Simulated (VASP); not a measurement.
# Ag (P6_3/mmc) in VASP: notebook

Ag is run at these levels: r2SCAN; tasks: single point.

Everything below comes from runs of VASP 6.6.1. Logs are shortened: lines on timing, memory, paths and dates and some standing lists are left out, and cuts for length are marked.

## Step 1: The cell of the first run

It takes space group P6_3/mmc (No. 194, hexagonal). The conventional cell has a = 2.949 Å, b = 2.949 Å, c = 9.325 Å, α = 90.00°, β = 90.00°, γ = 120.00°. Within 3.8 Å of Ag (site symmetry -6m2) lie 12 Ag at 2.89 to 2.95 Å. Within 3.8 Å of Ag (site symmetry -3m) lie 12 Ag at 2.89 to 2.95 Å.

## Step 2: Single point, r2SCAN (strain +0.015 along x and y, -0.015 along z)

POSCAR reads:

```
Ag
1.0
    2.9487871389      0.0000000000      0.0000000000
   -1.4743935694      2.5537245726      0.0000000000
    0.0000000000      0.0000000000      9.3249896815
Ag
4
Direct
    0.3333333333      0.6666666667      0.2500000000
    0.6666666667      0.3333333333      0.7500000000
    0.0000000000      0.0000000000      0.0000000000
    0.0000000000      0.0000000000      0.5000000000
```

INCAR.step1 reads:

```
  PREC = Accurate
  ENCUT = 520
  ISMEAR = 0
  SIGMA = 0.15
  LREAL = F
  LASPH = T
  NELM = 60
  NBANDS = 30
  GGA = PE
  ALGO = Normal
  EDIFF = 1E-4
  LWAVE = T
  LCHARG = F
```

INCAR.step2 reads:

```
  PREC = Accurate
  ENCUT = 520
  EDIFF = 1E-6
  ISMEAR = 0
  SIGMA = 0.15
  LREAL = F
  LASPH = T
  NELM = 60
  ALGO = Normal
  ISIF = 2
  LWAVE = F
  LCHARG = F
  METAGGA = R2SCAN
  LMIXTAU = T
  NBANDS = 30
  ISTART = 1
```

KPOINTS reads:

```
regular mesh
0
Gamma
  18 18 6
```

Potentials or basis: VASP PAW PBE potentials, release 64 (Ag).

On the command line:

```bash
> cat potpaw_PBE.64/Ag/POTCAR > POTCAR
> cp INCAR.step1 INCAR
> mpirun -np 1 vasp_std > vasp.out
> cp INCAR.step2 INCAR
> mpirun -np 1 vasp_std > vasp.out
```

OUTCAR:

```text
PREC = Accurate
   ENCUT = 520
   EDIFF = 1E-6
   ISMEAR = 0
   LREAL = F
   LASPH = T
   NELM = 60
   ISIF = 2
   METAGGA = R2SCAN
   ISTART = 1

 ion  position               nearest neighbor table
   1  0.333  0.667  0.250-   3 2.89   4 2.89   3 2.89   4 2.89   3 2.89   4 2.89
   2  0.667  0.333  0.750-   3 2.89   4 2.89   3 2.89   4 2.89   3 2.89   4 2.89
   3  0.000  0.000  0.000-   1 2.89   2 2.89   1 2.89   2 2.89   2 2.89   1 2.89
   4  0.000  0.000  0.500-   1 2.89   2 2.89   1 2.89   2 2.89   2 2.89   1 2.89

  LATTYP: Found a hexagonal cell.
 ALAT       =     2.9487871389
 C/A-ratio  =     3.1623136029

  Lattice vectors:

 A1 = (   2.9487871389,   0.0000000000,   0.0000000000)
 A2 = (  -1.4743935694,   2.5537245726,   0.0000000000)
 A3 = (   0.0000000000,   0.0000000000,   9.3249896815)

Analysis of symmetry for initial positions (statically):
=====================================================================
 Subroutine PRICEL returns:
 Original cell was already a primitive cell.

 Routine SETGRP: Setting up the symmetry group for a
 hexagonal supercell.

 Subroutine GETGRP returns: Found 24 space group operations
 (whereof 12 operations were pure point group operations)
 out of a pool of 24 trial point group operations.

The static configuration has the point symmetry D_3d.
 The point group associated with its full space group is D_6h.

Analysis of symmetry for dynamics (positions and initial velocities):
=====================================================================
 Subroutine PRICEL returns:
 Original cell was already a primitive cell.

 Routine SETGRP: Setting up the symmetry group for a
 hexagonal supercell.

 Subroutine GETGRP returns: Found 24 space group operations
 (whereof 12 operations were pure point group operations)
 out of a pool of 24 trial point group operations.

The dynamic configuration has the point symmetry D_3d.
 The point group associated with its full space group is D_6h.

 Subroutine INISYM returns: Found 24 space group operations
 (whereof 12 operations are pure point group operations),
 and found     1 'primitive' translations

----------------------------------------------------------------------------------------

[... 86 lines left out ...]
 SYSTEM =  unknown system
   PREC   = accura    normal or accurate (medium, high low for compatibility)
   ISTART =      1    job   : 0-new  1-cont  2-samecut
   ICHARG =      0    charge: 1-file 2-atom 10-const
   ISPIN  =      1    spin polarized calculation?
   LNONCOLLINEAR =      F non collinear calculations
   LSORBIT =      F    spin-orbit coupling
   LASPH  =      T    aspherical Exc in radial PAW
   ENCUT  =  520.0 eV  38.22 Ry    6.18 a.u.   5.48  5.48 17.34*2*pi/ulx,y,z
   NELM   =     60;   NELMIN=  2; NELMDL=  0     # of ELM steps
   EDIFF  = 0.1E-05   stopping-criterion for ELM
   LREAL  =      F    real-space projection
   EDIFFG = 0.1E-04   stopping-criterion for IOM
   NSW    =      0    number of steps for IOM
   IBRION =     -1    ionic relax: 0-MD 1-quasi-New 2-CG
   NFREE  =      0    steps in history (QN), initial steepest desc. (CG)
   ISIF   =      2    stress and relaxation
   ISYM   =      2    0-nonsym 1-usesym 2-fastsym
   POTIM  = 0.5000    time-step for ionic-motion
   TEBEG  =    0.0;   TEEND  =   0.0 temperature during run
   PSTRESS=    0.0 pullay stress
   NELECT =      44.0000    total number of electrons
   NUPDOWN=      -1.0000    fix difference up-down
   EMIN   =  10.00;   EMAX   =-10.00  energy-range for DOS
   EFERMI =   0.00;   METHOD = LEGACY
   ISMEAR =     0;   SIGMA  =   0.15  broadening in eV -4-tet -1-fermi 0-gaus
   EFERMI_NEDOS =   21; number of points for ismear=-14 and -15
   IALGO  =     38    algorithm
   IMIX   =      4    mixing-type and parameters
     AMIX     =   0.40;   BMIX     =  1.00
     AMIX_MAG =   1.60;   BMIX_MAG =  1.00
  volume/ion in A,a.u.               =      17.56       118.47
  Fermi-wavevector in a.u.,A,eV,Ry     =   1.400889  2.647297 26.701304  1.962490
  Thomas-Fermi vector in A             =   2.523805
   LORBIT       =      0    0 simple, 1 ext, 2 COOP (PROOUT), +10 PAW based schemes
   METAGGA = R2SCAN    functional components
   LHFCALC =     F    Hartree Fock is set to
   AEXX    =    0.0000 exact exchange contribution
   IVDW    =     0    specifies the selected vdW correction
   LEPSILON=     F    determine dielectric tensor
   LRPA    =     F    only Hartree local field effects (RPA)
 non-spin polarized calculation
 Gauss-broadening in eV      SIGMA  =   0.15
  energy-cutoff  :      520.00
  volume of cell :       70.22
 maximum number of plane-waves:      1937
 NGX is ok and might be reduce to    24
   NGX = 11   NGY = 11   NGZ = 35

 number of electron      44.0000005 magnetization

 Free energy of the ion-electron system (eV)
  ---------------------------------------------------
  ext. energy  EPLUGINS =         0.00000000
  ---------------------------------------------------
  free energy    TOTEN  =       -85.41204126 eV

  energy without entropy =      -85.39981573  energy(sigma->0) =      -85.40592850

 E-fermi :   8.0395     XC(G=0): -12.7640

 val. band max:        8.0375643519   @ k =   0.0000   0.0000   0.0000
 cond. band min:       8.0542296311   @ k =   0.4444   0.0556   0.5000
 fundamental gap:      0.0166652792
 Fermi energy:         8.0394533861

 k-point     1 :       0.0000    0.0000    0.0000
  band No.  band energies     occupation
      1       0.2968      2.00000
      2       1.5058      2.00000
      3       1.6851      2.00000
      4       1.6866      2.00000
      5       2.9357      2.00000
      6       2.9357      2.00000
[... 781 lines left out ...]
     29      16.9850      0.00000
     30      18.3523      0.00000

 [... further k-points ...]
[... 5 lines left out ...]
  --------------------------------------------------------------------------------------
  -------------------------------------------------------------------------------------
  Total       -0.9357286     -0.9357286      0.3223572     -0.0000000      0.0000000      0.0000000
  in kB      -21.3498406    -21.3498406      7.3549901     -0.0000000      0.0000000      0.0000000
  external PRESSURE =     -11.7815637 kB  Pullay stress =       0.0000000 kB

 VOLUME and BASIS-vectors are now :
 -----------------------------------------------------------------------------
  energy-cutoff  :      520.00
  volume of cell :       70.22
      direct lattice vectors                 reciprocal lattice vectors
     2.948787139  0.000000000  0.000000000     0.339122477  0.195792454  0.000000000
    -1.474393569  2.553724573  0.000000000     0.000000000  0.391584907  0.000000000
     0.000000000  0.000000000  9.324989681     0.000000000  0.000000000  0.107238725

 POSITION                                       TOTAL-FORCE (eV/Angst)
 -----------------------------------------------------------------------------------
     -0.00000      1.70248      2.33125        -0.000000      0.000000      0.000000
      1.47439      0.85124      6.99374        -0.000000      0.000000     -0.000000
      0.00000      0.00000      0.00000         0.000000      0.000000      0.000000
      0.00000      0.00000      4.66249         0.000000      0.000000      0.000000
 -----------------------------------------------------------------------------------
    total drift:                               -0.000000      0.000000      0.000000

  FREE ENERGIE OF THE ION-ELECTRON SYSTEM (eV)
  ---------------------------------------------------
  free  energy   TOTEN  =       -85.4120412631 eV

  energy  without entropy=      -85.3998157308  energy(sigma->0) =      -85.40592850
```

OUTCAR.step1:

```text
PREC = Accurate
   ENCUT = 520
   ISMEAR = 0
   LREAL = F
[... 1024 lines left out ...]
     -0.00000      1.70248      2.33125         0.000000     -0.000000      0.000000
      1.47439      0.85124      6.99374        -0.000000      0.000000     -0.000000
      0.00000      0.00000      0.00000        -0.000000      0.000000     -0.000000
      0.00000      0.00000      4.66249         0.000000      0.000000     -0.000000
 -----------------------------------------------------------------------------------
    total drift:                               -0.000000      0.000000      0.000000

  FREE ENERGIE OF THE ION-ELECTRON SYSTEM (eV)
  ---------------------------------------------------
  free  energy   TOTEN  =       -10.8504049669 eV

  energy  without entropy=      -10.8374889397  energy(sigma->0) =      -10.84394695
```

OSZICAR.step1:

```text
N       E                     dE             d eps       ncg     rms          rms(c)
DAV:   1     0.294141102809E+03    0.29414E+03   -0.22631E+04  8888   0.145E+03
DAV:   2    -0.545577597335E+01   -0.29960E+03   -0.28377E+03  9204   0.332E+02
DAV:   3    -0.118005994036E+02   -0.63448E+01   -0.63108E+01 10186   0.550E+01
DAV:   4    -0.118294238504E+02   -0.28824E-01   -0.28820E-01  9528   0.361E+00
DAV:   5    -0.118297148104E+02   -0.29096E-03   -0.29096E-03 10278   0.391E-01    0.970E+00
DAV:   6    -0.108885625836E+02    0.94115E+00   -0.28752E+00  9420   0.139E+01    0.638E+00
DAV:   7    -0.108603428459E+02    0.28220E-01   -0.39640E-02  9840   0.131E+00    0.355E+00
DAV:   8    -0.108503876656E+02    0.99552E-02   -0.25345E-03  9696   0.330E-01    0.155E-01
DAV:   9    -0.108504049669E+02   -0.17301E-04   -0.42262E-05  6372   0.443E-02
   1 F= -.10850405E+02 E0= -.10843947E+02  d E =-.129160E-01
```

It took 11 min on 1 thread of Intel Xeon Platinum 8259CL at 2.50GHz (Skylake/Cascade Lake), shared host; peak memory 0.36 GiB.

What came out:

```
Free energy            : -85.4120 eV
Pressure               : -1.2 GPa
Band gap on the k mesh : zero (band 22 reaches 11.36 eV, above the bottom of band 23 at 4.73 eV)
```

Caveat: the cell differs from its parent crystal (strain +0.015 along x and y, -0.015 along z); the PAW data sets were made with another functional, which shifts forces and pressure a little.

## Step 3: Single point, r2SCAN (strain +0.030 along x and y, +0.000 along z)

POSCAR reads:

```
Ag
1.0
    2.9923652739      0.0000000000      0.0000000000
   -1.4961826370      2.5914643446      0.0000000000
    0.0000000000      0.0000000000      9.4669946005
Ag
4
Direct
    0.3333333333      0.6666666667      0.2500000000
    0.6666666667      0.3333333333      0.7500000000
    0.0000000000      0.0000000000      0.0000000000
    0.0000000000      0.0000000000      0.5000000000
```

INCAR.step1 reads:

```
ALGO     = Normal         # electronic algorithm
EDIFF    = 1E-4           # SCF threshold, eV
ENCUT    = 520            # plane-wave cutoff, eV
GGA      = PE             # functional
ISMEAR   = 0              # smearing method
LASPH    = T              # aspherical terms in the spheres
LCHARG   = F              # write CHGCAR
LREAL    = F              # projectors in reciprocal space
LWAVE    = T              # write WAVECAR
NBANDS   = 30             # bands
NELM     = 60             # most SCF steps
PREC     = Accurate       # precision mode
SIGMA    = 0.15           # smearing width, eV
```

INCAR.step2 reads:

```
ALGO     = Normal         # electronic algorithm
EDIFF    = 1E-6           # SCF threshold, eV
ENCUT    = 520            # plane-wave cutoff, eV
ISIF     = 2              # what is computed and relaxed
ISMEAR   = 0              # smearing method
ISTART   = 1            
LASPH    = T              # aspherical terms in the spheres
LCHARG   = F              # write CHGCAR
LMIXTAU  = T            
LREAL    = F              # projectors in reciprocal space
LWAVE    = F              # write WAVECAR
METAGGA  = R2SCAN         # meta-GGA
NBANDS   = 30             # bands
NELM     = 60             # most SCF steps
PREC     = Accurate       # precision mode
SIGMA    = 0.15           # smearing width, eV
```

KPOINTS reads:

```
k-points
0
Gamma
  18 18 6
```

Potentials or basis: VASP PAW PBE potentials, release 64 (Ag).

On the command line:

```bash
> cat potpaw_PBE.64/Ag/POTCAR > POTCAR
> cp INCAR.step1 INCAR
> mpirun -np 1 vasp_std > vasp.out
> cp INCAR.step2 INCAR
> mpirun -np 1 vasp_std > vasp.out
```

It took 19 min on 1 thread of Intel Xeon 8259CL, shared host; peak memory 0.37 GiB.

The run converged. Its results:

| Quantity | Value |
| --- | --- |
| Free energy | -85.3508 eV |
| Pressure | -4.9 GPa |
| Band gap on the k mesh | zero (band 22 reaches 10.65 eV, above the bottom of band 23 at 4.17 eV) |

Stress tensor (GPa, compression positive):
```
-5.71  0.00  0.00
 0.00 -5.71  0.00
 0.00  0.00 -3.41
```

Levels at points of the mesh, in eV from the Fermi level:
| k point | band 18 | band 19 | band 20 | band 21 | band 22 | band 23 | band 24 | band 25 | band 26 | band 27 |
| --- | --- | --- | --- | --- | --- | --- | --- | --- | --- | --- |
| (0.00, 0.00, 0.00) | -3.91 | -3.91 | -3.66 | -3.66 | -3.28 | -3.28 | 0.10 | 3.72 | 11.65 | 11.67 |
| (0.50, 0.00, 0.00) | -3.19 | -3.11 | -3.11 | -0.09 | 0.84 | 0.91 | 1.44 | 3.95 | 4.07 | 7.52 |
| (0.00, 0.00, 0.50) | -4.04 | -3.44 | -3.44 | -3.44 | -3.44 | -2.16 | -2.16 | 6.80 | 6.80 | 15.75 |
| (0.50, 0.00, 0.50) | -3.31 | -3.19 | -3.19 | 0.26 | 0.26 | 1.29 | 1.29 | 4.59 | 4.59 | 6.24 |

Caveat: the cell differs from its parent crystal (strain +0.030 along x and y, +0.000 along z); the PAW data sets were made with another functional, which shifts forces and pressure a little.

## Step 4: Single point, r2SCAN (strain +0.015 along x and y, +0.030 along z)

POSCAR reads:

```
Ag
1.0
    2.9487871389      0.0000000000      0.0000000000
   -1.4743935694      2.5537245726      0.0000000000
    0.0000000000      0.0000000000      9.7510044385
Ag
4
Direct
    0.3333333333      0.6666666667      0.2500000000
    0.6666666667      0.3333333333      0.7500000000
    0.0000000000      0.0000000000      0.0000000000
    0.0000000000      0.0000000000      0.5000000000
```

INCAR.step1 reads:

```
SYSTEM = Ag
PREC     = Accurate       ! precision mode
ENCUT    = 520            ! plane-wave cutoff, eV
ISMEAR   = 0              ! smearing method
SIGMA    = 0.15           ! smearing width, eV
LREAL    = .FALSE.        ! projectors in reciprocal space
LASPH    = .TRUE.         ! aspherical terms in the spheres
NELM     = 80             ! most SCF steps
NBANDS   = 30             ! bands
GGA      = PE             ! functional
ALGO     = Normal         ! electronic algorithm
EDIFF    = 1E-4           ! SCF threshold, eV
LWAVE    = .TRUE.         ! write WAVECAR
LCHARG   = .FALSE.        ! write CHGCAR
```

INCAR.step2 reads:

```
SYSTEM = Ag
PREC     = Accurate       ! precision mode
ENCUT    = 520            ! plane-wave cutoff, eV
EDIFF    = 1E-6           ! SCF threshold, eV
ISMEAR   = 0              ! smearing method
SIGMA    = 0.15           ! smearing width, eV
LREAL    = .FALSE.        ! projectors in reciprocal space
LASPH    = .TRUE.         ! aspherical terms in the spheres
NELM     = 80             ! most SCF steps
ALGO     = Normal         ! electronic algorithm
ISIF     = 2              ! what is computed and relaxed
LWAVE    = .FALSE.        ! write WAVECAR
LCHARG   = .FALSE.        ! write CHGCAR
METAGGA  = R2SCAN         ! meta-GGA
LMIXTAU  = .TRUE.       
NBANDS   = 30             ! bands
ISTART   = 1
```

KPOINTS reads:

```
regular mesh
0
G
  18 18 6
  0 0 0
```

Potentials or basis: VASP PAW PBE potentials, release 64 (Ag).

On the command line:

```bash
> cat potpaw_PBE.64/Ag/POTCAR > POTCAR
> cp INCAR.step1 INCAR
> mpirun -np 1 vasp_std > vasp.out
> cp INCAR.step2 INCAR
> mpirun -np 1 vasp_std > vasp.out
```

OUTCAR:

```text
SYSTEM = Ag
   PREC = Accurate
   ENCUT = 520
   EDIFF = 1E-6
   ISMEAR = 0
   LREAL = .FALSE.
   LASPH = .TRUE.
   NELM = 80
   ISIF = 2
   METAGGA = R2SCAN
   ISTART = 1

 ion  position               nearest neighbor table
   1  0.333  0.667  0.250-   3 2.97   4 2.97   3 2.97   4 2.97   3 2.97   4 2.97
   2  0.667  0.333  0.750-   3 2.97   4 2.97   3 2.97   4 2.97   3 2.97   4 2.97
   3  0.000  0.000  0.000-   1 2.97   2 2.97   1 2.97   2 2.97   2 2.97   1 2.97
   4  0.000  0.000  0.500-   1 2.97   2 2.97   1 2.97   2 2.97   2 2.97   1 2.97

  LATTYP: Found a hexagonal cell.
 ALAT       =     2.9487871389
[... 994 lines left out ...]
  --------------------------------------------------------------------------------------
  -------------------------------------------------------------------------------------
  Total       -2.1807415     -2.1807415     -2.5455302     -0.0000000     -0.0000000     -0.0000000
  in kB      -47.5825746    -47.5825746    -55.5420621     -0.0000000     -0.0000000     -0.0000000
  external PRESSURE =     -50.2357371 kB  Pullay stress =       0.0000000 kB

 VOLUME and BASIS-vectors are now :
 -----------------------------------------------------------------------------
  energy-cutoff  :      520.00
  volume of cell :       73.43
      direct lattice vectors                 reciprocal lattice vectors
     2.948787139  0.000000000  0.000000000     0.339122477  0.195792454  0.000000000
    -1.474393569  2.553724573  0.000000000     0.000000000  0.391584907  0.000000000
     0.000000000  0.000000000  9.751004439     0.000000000  0.000000000  0.102553538

 POSITION                                       TOTAL-FORCE (eV/Angst)
 -----------------------------------------------------------------------------------
     -0.00000      1.70248      2.43775        -0.000000     -0.000000     -0.000000
      1.47439      0.85124      7.31325         0.000000      0.000000      0.000000
      0.00000      0.00000      0.00000        -0.000000      0.000000      0.000000
      0.00000      0.00000      4.87550        -0.000000      0.000000      0.000000
 -----------------------------------------------------------------------------------
    total drift:                               -0.000000      0.000000     -0.000000

  FREE ENERGIE OF THE ION-ELECTRON SYSTEM (eV)
  ---------------------------------------------------
  free  energy   TOTEN  =       -85.3603543800 eV

  energy  without entropy=      -85.3471246751  energy(sigma->0) =      -85.35373953
```

OUTCAR.step1:

```text
SYSTEM = Ag
   PREC = Accurate
   ENCUT = 520
   ISMEAR = 0
   LREAL = .FALSE.
   LASPH = .TRUE.
   NELM = 80
[... 1023 lines left out ...]
      1.47439      0.85124      7.31325         0.000000     -0.000000     -0.000000
      0.00000      0.00000      0.00000         0.000000     -0.000000     -0.000000
      0.00000      0.00000      4.87550         0.000000     -0.000000     -0.000000
 -----------------------------------------------------------------------------------
    total drift:                               -0.000000      0.000000     -0.000000

  FREE ENERGIE OF THE ION-ELECTRON SYSTEM (eV)
  ---------------------------------------------------
  free  energy   TOTEN  =       -10.8545218935 eV

  energy  without entropy=      -10.8404505042  energy(sigma->0) =      -10.84748620
```

It took 19 min on 1 thread of Intel Xeon 8259CL, shared host; peak memory 0.38 GiB.

What came out:

```
Free energy            : -85.3604 eV
Pressure               : -5.0 GPa
Band gap on the k mesh : zero (band 22 reaches 10.92 eV, above the bottom of band 23 at 4.13 eV)
```

Caveat: the cell differs from its parent crystal (strain +0.015 along x and y, +0.030 along z); the PAW data sets were made with another functional, which shifts forces and pressure a little.

## Step 5: Overview

| cell | gap on the mesh (eV) | pressure (GPa) |
| --- | --- | --- |
| a = 2.949, b = 2.949, c = 9.325 Å, angles 90.0, 90.0, 120.0°, 4 atoms | none | -1.2 |
| a = 2.992, b = 2.992, c = 9.467 Å, angles 90.0, 90.0, 120.0°, 4 atoms | none | -4.9 |
| a = 2.949, b = 2.949, c = 9.751 Å, angles 90.0, 90.0, 120.0°, 4 atoms | none | -5.0 |

Alike in all rows: task single point; level r2SCAN; potentials or basis VASP PAW PBE potentials, release 64 (Ag); no spin polarisation; k mesh 18 × 18 × 6; cutoff (eV) 520; smearing gaussian 0.15 eV.

Caveats: the PAW data sets were made with another functional, which shifts forces and pressure a little.

Total energies depend on the potentials used, so only differences within one code and one set of settings carry meaning.
